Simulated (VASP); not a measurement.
Input of a VASP 6.6.1 run:

Contents of INCAR:

```
PREC = Accurate ; ENCUT = 520
EDIFF = 1E-6 ; ISMEAR = 0
SIGMA = 0.15 ; LREAL = F
LASPH = T ; NELM = 60
ALGO = Normal ; ISIF = 2
LWAVE = F ; LCHARG = F
GGA = PE ; NBANDS = 16
```

Contents of KPOINTS:

```
Automatic mesh
0
Gamma
  18 18 16
```

The input POSCAR:

```
WC
1.0
    2.7844813786      0.0000000000      0.0000000000
   -1.3922406893      2.4114316102      0.0000000000
    0.0000000000      0.0000000000      2.9421600000
W C
1 1
Direct
    0.0000000000      0.0000000000      0.0000000000
    0.6666666667      0.3333333333      0.5000000000
```

Potentials or basis: VASP PAW PBE potentials, release 64 (W_sv, C).

Run with:

```sh
$ cat potpaw_PBE.64/W_sv/POTCAR potpaw_PBE.64/C/POTCAR > POTCAR
$ mpirun -np 1 vasp_std > vasp.out
```

What does it give for the pressure?

27.7 GPa.

What does it give for the band gap on the k mesh?

Zero (band 9 reaches 12.17 eV, above the bottom of band 10 at 11.09 eV).

Stress tensor (GPa, compression positive):
```
 47.47   0.00   0.00
  0.00  47.47   0.00
  0.00   0.00 -11.93
```

Caveat: the cell differs from its parent crystal (strain -0.040 along x and y, +0.040 along z); spin-orbit coupling is left out, which moves the levels of the heavy elements.
